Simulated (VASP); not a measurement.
# Hg (Pm-3m) in VASP: notebook

Runs on Hg. Level: PBE. Tasks: single point, relaxation of cell and atoms.

All numbers are computed with VASP 6.6.1; they aren't measurements. Logs are shortened: lines on timing, memory, paths and dates and some standing lists are left out, and cuts for length are marked.

### Step 1. The cell of the first run

Symmetry: Pm-3m, No. 221, cubic system. Conventional cell: a = 3.111 Å, b = 3.111 Å, c = 3.111 Å, α = 90.00°, β = 90.00°, γ = 90.00°. Hg (site symmetry m-3m) has 6 Hg at 3.11 Å within 4.1 Å.

### Step 2. Single point, PBE

INCAR

```
PREC     = Accurate       # precision mode
ENCUT    = 520            # plane-wave cutoff, eV
EDIFF    = 1E-6           # SCF threshold, eV
ISMEAR   = -1             # smearing method
SIGMA    = 0.05           # smearing width, eV
LREAL    = False          # projectors in reciprocal space
LASPH    = True           # aspherical terms in the spheres
NELM     = 60             # most SCF steps
ALGO     = Normal         # electronic algorithm
ISIF     = 2              # what is computed and relaxed
LWAVE    = False          # write WAVECAR
LCHARG   = True           # write CHGCAR
GGA      = PE             # functional
LELF     = True           # ELF
LVHAR    = True         
NBANDS   = 12             # bands
```

KPOINTS

```
Automatic mesh
0
Gamma
  13 13 13
```

POSCAR

```
Hg
1.0
    3.1111720119      0.0000000000      0.0000000000
    0.0000000000      3.1111720119      0.0000000000
    0.0000000000      0.0000000000      3.1111720119
Hg
1
Direct
    0.0000000000      0.0000000000      0.0000000000
```

Potentials or basis: VASP PAW PBE potentials, release 64 (Hg).

Run with:

```console
$ cat potpaw_PBE.64/Hg/POTCAR > POTCAR
$ mpirun -np 1 vasp_std > vasp.out
```

OUTCAR:

```text
PREC = Accurate
   ENCUT = 520
   EDIFF = 1E-6
   ISMEAR = -1
   LREAL = False
   LASPH = True
   NELM = 60
   ISIF = 2
   GGA = PE

 ion  position               nearest neighbor table
   1  0.000  0.000  0.000-

  LATTYP: Found a simple cubic cell.
 ALAT       =     3.1111720119

  Lattice vectors:

 A1 = (   3.1111720119,   0.0000000000,   0.0000000000)
 A2 = (   0.0000000000,   3.1111720119,   0.0000000000)
 A3 = (   0.0000000000,   0.0000000000,   3.1111720119)

Analysis of symmetry for initial positions (statically):
=====================================================================
 Subroutine PRICEL returns:
 Original cell was already a primitive cell.

 Routine SETGRP: Setting up the symmetry group for a
 simple cubic supercell.

 Subroutine GETGRP returns: Found 48 space group operations
 (whereof 48 operations were pure point group operations)
 out of a pool of 48 trial point group operations.

The static configuration has the point symmetry O_h .

Analysis of symmetry for dynamics (positions and initial velocities):
=====================================================================
 Subroutine PRICEL returns:
 Original cell was already a primitive cell.

 Routine SETGRP: Setting up the symmetry group for a
 simple cubic supercell.

 Subroutine GETGRP returns: Found 48 space group operations
 (whereof 48 operations were pure point group operations)
 out of a pool of 48 trial point group operations.

The dynamic configuration has the point symmetry O_h .

 Subroutine INISYM returns: Found 48 space group operations
 (whereof 48 operations are pure point group operations),
 and found     1 'primitive' translations

----------------------------------------------------------------------------------------

                                     Primitive cell

  volume of cell :      30.1143

  direct lattice vectors                    reciprocal lattice vectors
     3.111172012  0.000000000  0.000000000     0.321422280  0.000000000  0.000000000
     0.000000000  3.111172012  0.000000000     0.000000000  0.321422280  0.000000000
     0.000000000  0.000000000  3.111172012     0.000000000  0.000000000  0.321422280

  length of vectors
     3.111172012  3.111172012  3.111172012     0.321422280  0.321422280  0.321422280

  position of ions in fractional coordinates (direct lattice)
     0.000000000  0.000000000  0.000000000
[... 68 lines left out ...]
   ISTART =      0    job   : 0-new  1-cont  2-samecut
   ICHARG =      2    charge: 1-file 2-atom 10-const
   ISPIN  =      1    spin polarized calculation?
   LNONCOLLINEAR =      F non collinear calculations
   LSORBIT =      F    spin-orbit coupling
   LASPH  =      T    aspherical Exc in radial PAW
   ENCUT  =  520.0 eV  38.22 Ry    6.18 a.u.   5.78  5.78  5.78*2*pi/ulx,y,z
   NELM   =     60;   NELMIN=  2; NELMDL= -5     # of ELM steps
   EDIFF  = 0.1E-05   stopping-criterion for ELM
   LREAL  =      F    real-space projection
[... 7 lines left out ...]
   TEBEG  =    0.0;   TEEND  =   0.0 temperature during run
   PSTRESS=    0.0 pullay stress
   NELECT =      12.0000    total number of electrons
   NUPDOWN=      -1.0000    fix difference up-down
   EMIN   =  10.00;   EMAX   =-10.00  energy-range for DOS
   EFERMI =   0.00;   METHOD = LEGACY
   ISMEAR =    -1;   SIGMA  =   0.05  broadening in eV -4-tet -1-fermi 0-gaus
   EFERMI_NEDOS =   21; number of points for ismear=-14 and -15
   IALGO  =     38    algorithm
   IMIX   =      4    mixing-type and parameters
     AMIX     =   0.40;   BMIX     =  1.00
     AMIX_MAG =   1.60;   BMIX_MAG =  1.00
  volume/ion in A,a.u.               =      30.11       203.22
  Fermi-wavevector in a.u.,A,eV,Ry     =   1.204697  2.276548 19.746071  1.451295
  Thomas-Fermi vector in A             =   2.340415
   LORBIT       =      0    0 simple, 1 ext, 2 COOP (PROOUT), +10 PAW based schemes
   GGA     = PE    functional components
   LHFCALC =     F    Hartree Fock is set to
   AEXX    =    0.0000 exact exchange contribution
   IVDW    =     0    specifies the selected vdW correction
   LEPSILON=     F    determine dielectric tensor
   LRPA    =     F    only Hartree local field effects (RPA)
 non-spin polarized calculation
  energy-cutoff  :      520.00
  volume of cell :       30.11
 maximum number of plane-waves:       837
 NGX is ok and might be reduce to    24
   NGX = 11   NGY = 11   NGZ = 11

 number of electron      11.9999995 magnetization

 Free energy of the ion-electron system (eV)
  ---------------------------------------------------
  ext. energy  EPLUGINS =         0.00000000
  ---------------------------------------------------
  free energy    TOTEN  =        -0.16621278 eV

  energy without entropy =       -0.16294759  energy(sigma->0) =       -0.16458019

 E-fermi :   1.1811     XC(G=0):  -9.4581

 val. band max:        1.1671137686   @ k =   0.4615   0.3846   0.3077
 cond. band min:       1.2554143782   @ k =   0.4615   0.1538   0.1538
 fundamental gap:      0.0883006096
 Fermi energy:         1.1811217993

 k-point     1 :       0.0000    0.0000    0.0000
  band No.  band energies     occupation
      1      -6.4099      2.00000
      2      -6.3318      2.00000
      3      -6.3318      2.00000
      4      -4.6494      2.00000
      5      -4.6494      2.00000
      6      -4.6494      2.00000
      7      10.6758      0.00000
      8      10.6758      0.00000
      9      10.6758      0.00000
     10      13.7713      0.00000
     11      15.5766      0.00000
     12      15.5766      0.00000
[... 331 lines left out ...]
 k-point    24 :       0.3846    0.3077    0.0000
  band No.  band energies     occupation
      1      -6.0269      2.00000
      2      -5.7590      2.00000
      3      -5.0562      2.00000
      4      -4.9462      2.00000
      5      -4.8633      2.00000
      6      -1.9135      2.00000
      7       3.3349      0.00000
      8       6.0312      0.00000
      9      11.1800      0.00000
     10      15.5444      0.00000
     11      16.5830      0.00000
     12      19.0659      0.00000

 [... further k-points ...]
[... 5 lines left out ...]
  --------------------------------------------------------------------------------------
  -------------------------------------------------------------------------------------
  Total        0.0350929      0.0350929      0.0350929      0.0000000      0.0000000      0.0000000
  in kB        1.8670592      1.8670592      1.8670592      0.0000000      0.0000000      0.0000000
  external PRESSURE =       1.8670592 kB  Pullay stress =       0.0000000 kB

 VOLUME and BASIS-vectors are now :
 -----------------------------------------------------------------------------
  energy-cutoff  :      520.00
  volume of cell :       30.11
      direct lattice vectors                 reciprocal lattice vectors
     3.111172012  0.000000000  0.000000000     0.321422280  0.000000000  0.000000000
     0.000000000  3.111172012  0.000000000     0.000000000  0.321422280  0.000000000
     0.000000000  0.000000000  3.111172012     0.000000000  0.000000000  0.321422280

 POSITION                                       TOTAL-FORCE (eV/Angst)
 -----------------------------------------------------------------------------------
      0.00000      0.00000      0.00000         0.000000      0.000000      0.000000
 -----------------------------------------------------------------------------------
    total drift:                                0.000000      0.000000      0.000000

  FREE ENERGIE OF THE ION-ELECTRON SYSTEM (eV)
  ---------------------------------------------------
  free  energy   TOTEN  =        -0.1662127781 eV

  energy  without entropy=       -0.1629475929  energy(sigma->0) =       -0.16458019
```

It took 6 s on 1 thread of Intel Xeon 6975P-C, shared host; peak memory 0.16 GiB.

Results:

```yaml
Free_energy: -0.1662 eV
Pressure: 0.2 GPa
Band_gap_on_the_k_mesh: zero (bands 6 and 7 overlap by 3.57 eV)
```

Caveat: spin-orbit coupling is left out, which moves the levels of the heavy elements.

### Step 3. Relaxation of cell and atoms, PBE

INCAR

```
ALGO = Normal
EDIFF = 1E-7
EDIFFG = -0.005
ENCUT = 600
GGA = PE
IBRION = 2
ISIF = 3
ISMEAR = -1
LASPH = True
LCHARG = False
LREAL = False
LWAVE = False
NELM = 60
NSW = 45
PREC = Accurate
SIGMA = 0.05
```

KPOINTS

```
k-points
0
Gamma
  13 13 13
```

POSCAR is that of step 2.

Potentials or basis: VASP PAW PBE potentials, release 64 (Hg).

Run with:

```console
$ cat potpaw_PBE.64/Hg/POTCAR > POTCAR
$ mpirun -np 1 vasp_std > vasp.out
```

OUTCAR:

```text
EDIFF = 1E-7
   EDIFFG = -0.005
   ENCUT = 600
   GGA = PE
   IBRION = 2
   ISIF = 3
   ISMEAR = -1
   LASPH = True
   LREAL = False
   NELM = 60
   NSW = 45
   PREC = Accurate

 ion  position               nearest neighbor table
   1  0.000  0.000  0.000-

  LATTYP: Found a simple cubic cell.
 ALAT       =     3.1111720119

  Lattice vectors:

 A1 = (   3.1111720119,   0.0000000000,   0.0000000000)
 A2 = (   0.0000000000,   3.1111720119,   0.0000000000)
 A3 = (   0.0000000000,   0.0000000000,   3.1111720119)

Analysis of symmetry for initial positions (statically):
=====================================================================
 Subroutine PRICEL returns:
 Original cell was already a primitive cell.

 Routine SETGRP: Setting up the symmetry group for a
 simple cubic supercell.
[... 247 lines left out ...]

 val. band max:        1.0262575129   @ k =   0.4615   0.3846   0.3077
 cond. band min:       1.1845263509   @ k =   0.4615   0.1538   0.1538
 fundamental gap:      0.1582688380
 Fermi energy:         1.0517693863

 k-point     1 :       0.0000    0.0000    0.0000
  band No.  band energies     occupation
      1      -6.4031      2.00000
      2      -6.3674      2.00000
      3      -6.3674      2.00000
      4      -4.7437      2.00000
      5      -4.7437      2.00000
      6      -4.7437      2.00000
      7      10.4833      0.00000
      8      10.4833      0.00000
      9      10.4833      0.00000
     10      13.5238      0.00000
[... 287 lines left out ...]
 k-point    24 :       0.3846    0.3077    0.0000
  band No.  band energies     occupation
      1      -6.0704      2.00000
      2      -5.8091      2.00000
      3      -5.1354      2.00000
      4      -5.0295      2.00000
      5      -4.9446      2.00000
      6      -1.9950      2.00000
      7       3.2232      0.00000
      8       5.8656      0.00000
      9      10.9968      0.00000
     10      15.2506      0.00000

 [... further k-points ...]
[... 5 lines left out ...]
  --------------------------------------------------------------------------------------
  -------------------------------------------------------------------------------------
  Total       -0.0043879     -0.0043879     -0.0043879      0.0000000     -0.0000000      0.0000000
  in kB       -0.2294049     -0.2294049     -0.2294049      0.0000000     -0.0000000      0.0000000
  external PRESSURE =      -0.2294049 kB  Pullay stress =       0.0000000 kB
[... 16 lines left out ...]
  FREE ENERGIE OF THE ION-ELECTRON SYSTEM (eV)
  ---------------------------------------------------
  free  energy   TOTEN  =        -0.1665225826 eV

  energy  without entropy=       -0.1637995054  energy(sigma->0) =       -0.16516104

 reached required accuracy - stopping structural energy minimisation
```

OSZICAR:

```text
N       E                     dE             d eps       ncg     rms          rms(c)
DAV:   1     0.781156785307E+02    0.78116E+02   -0.70895E+03  1720   0.126E+03
[... 20 lines left out ...]
DAV:   1    -0.184142228749E+00   -0.17747E-01   -0.36452E-01  1818   0.798E+00    0.990E-01
DAV:   2    -0.167804651041E+00    0.16338E-01   -0.48781E-02  1820   0.292E+00    0.287E-01
DAV:   3    -0.166682383098E+00    0.11223E-02   -0.33828E-03  1796   0.659E-01    0.271E-01
DAV:   4    -0.166523352819E+00    0.15903E-03   -0.16592E-04  1726   0.141E-01    0.129E-02
DAV:   5    -0.166522279598E+00    0.10732E-05   -0.11985E-05  1886   0.359E-02    0.402E-03
DAV:   6    -0.166522646793E+00   -0.36720E-06   -0.85824E-07  1758   0.112E-02    0.128E-03
DAV:   7    -0.166522582618E+00    0.64175E-07   -0.24700E-07  1798   0.403E-03
   3 F= -.16652258E+00 E0= -.16516104E+00  d E =-.371064E-03
```

CONTCAR:

```text
Hg
   1.00000000000000
     3.1293583511248473    0.0000000000000000   -0.0000000000000000
     0.0000000000000000    3.1293583511248473    0.0000000000000000
    -0.0000000000000000    0.0000000000000001    3.1293583511248473
  Hg
     1
Direct
     0.0000000000000000    0.0000000000000000    0.0000000000000000

  0.00000000E+00  0.00000000E+00  0.00000000E+00
```

It took 26 s on 1 thread of Intel Xeon 6975P-C, shared host; peak memory 0.18 GiB.

What came out:

* Free energy: -0.1665 eV
* Relaxed volume: 30.65 Å³/atom
* Relaxed cell: a = 3.129 Å, b = 3.129 Å, c = 3.129 Å, α = 90.00°, β = 90.00°, γ = 90.00°
* Space group after relaxing (to 0.1 Å): Pm-3m (No. 221)
* Energy gained by relaxing: 0.4 meV/atom
* Ionic steps: 3
* Pressure after relaxing: 0.0 GPa
* Band gap on the k mesh: zero (bands 6 and 7 overlap by 3.42 eV)

The path:
| step | energy change (eV) | largest force (eV/Å) | pressure (GPa) | volume (Å³) |
| --- | --- | --- | --- | --- |
| 1 | 0.0000 | 0.0000 | 0.24 | 30.11 |
| 2 | -0.0002 | 0.0000 | 0.15 | 30.31 |
| 3 | -0.0004 | 0.0000 | -0.02 | 30.65 |

Final structure:
```xyz
1
Lattice="3.1294 0.0000 0.0000 0.0000 3.1294 0.0000 0.0000 0.0000 3.1294" Properties=species:S:1:pos:R:3 pbc="T T T"
Hg    0.0000    0.0000    0.0000
```

Caveat: spin-orbit coupling is left out, which moves the levels of the heavy elements.

(Part 1 of 2 ends here.)

The gap in the log of VASP goes by the Fermi energy; the results here count the filled bands.